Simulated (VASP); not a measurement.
Set up this calculation in VASP 6.6.1, as the native input.

```
Task                   : single point
Functional             : PBE
Potentials or basis    : VASP PAW PBE potentials, release 64 (Pb_d, O)
Cutoff                 : 520 eV
k mesh                 : 8 × 8 × 6
Occupations            : gaussian, width 0.05 eV
Spin                   : no spin polarisation
Dipole correction      : no
Further INCAR settings : ALGO = Normal; EDIFF = 1e-06; NBANDS = 28
```

The structure of PbO lies in POSCAR:

```
PbO
1.0
    4.0568204757      0.0000000000      0.0000000000
    0.0000000000      4.0568204757      0.0000000000
    0.0000000000      0.0000000000      5.5970750290
Pb O
2 2
Direct
    0.5000000000      0.0000000000      0.2126163549
    0.0000000000      0.5000000000      0.7873836451
    0.0000000000      0.0000000000      0.0000000000
    0.5000000000      0.5000000000      0.0000000000
```

The input as run:

INCAR

```
SYSTEM = PbO
PREC = Accurate
ENCUT = 520
EDIFF = 1E-6
ISMEAR = 0
SIGMA = 0.05
LREAL = .FALSE.
LASPH = .TRUE.
NELM = 100
ALGO = Normal
ISIF = 2
LWAVE = .FALSE.
LCHARG = .FALSE.
GGA = PE
NBANDS = 28
```

KPOINTS

```
Automatic mesh
0
G
  8 8 6
  0 0 0
```

Potentials or basis: VASP PAW PBE potentials, release 64 (Pb_d, O).

Command:

```bash
$ cat potpaw_PBE.64/Pb_d/POTCAR potpaw_PBE.64/O/POTCAR > POTCAR
$ mpirun -np 1 vasp_std > vasp.out
```

It gave:

- Pressure: 0.1 GPa
- Largest force: 0.035 eV/Å
- Band gap on the k mesh: 1.80 eV, indirect (least direct gap 1.90 eV)

Caveat: spin-orbit coupling is left out, which moves the levels of the heavy elements.

Run time: 76 s on 1 thread of AMD EPYC 9R45 96-Core Processor (Zen 5), on a shared host, peak memory 0.23 GiB.
